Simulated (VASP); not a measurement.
Input of a VASP 6.6.1 run:

The input INCAR:

```
SYSTEM = EuSn3
PREC = Accurate
ENCUT = 520
EDIFF = 1E-6
ISMEAR = -1
SIGMA = 0.05
LREAL = .FALSE.
LASPH = .TRUE.
NELM = 150
ALGO = Normal
ISIF = 2
LWAVE = .FALSE.
LCHARG = .FALSE.
ISPIN = 2
MAGMOM = 7 0 0 0
LORBIT = 11
LMAXMIX = 6
GGA = CA
NBANDS = 42
```

File KPOINTS:

```
regular mesh
0
G
  6 6 6
  0 0 0
```

Contents of POSCAR:

```
EuSn3
1.0
    5.0346605893      0.0000000000      0.0000000000
    0.0000000000      5.0346605893      0.0000000000
    0.0000000000      0.0000000000      5.0346605893
Eu Sn
1 3
Direct
    0.0000000000      0.0000000000      0.0000000000
    0.0000000000      0.5000000000      0.5000000000
    0.5000000000      0.5000000000      0.0000000000
    0.5000000000      0.0000000000      0.5000000000
```

Potentials or basis: VASP PAW PBE potentials, release 64 (Eu, Sn_d).

Run with:

```bash
$ cat potpaw_PBE.64/Eu/POTCAR potpaw_PBE.64/Sn_d/POTCAR > POTCAR
$ mpirun -np 1 vasp_std > vasp.out
```

(1) Estimate the pressure.

(2) Predict the net moment.

## Answers

(1) -8.6 GPa.

(2) 6.90 μB per cell.

Caveat: the cell stands under tension; the PAW data sets were made with another functional, which shifts forces and pressure a little.
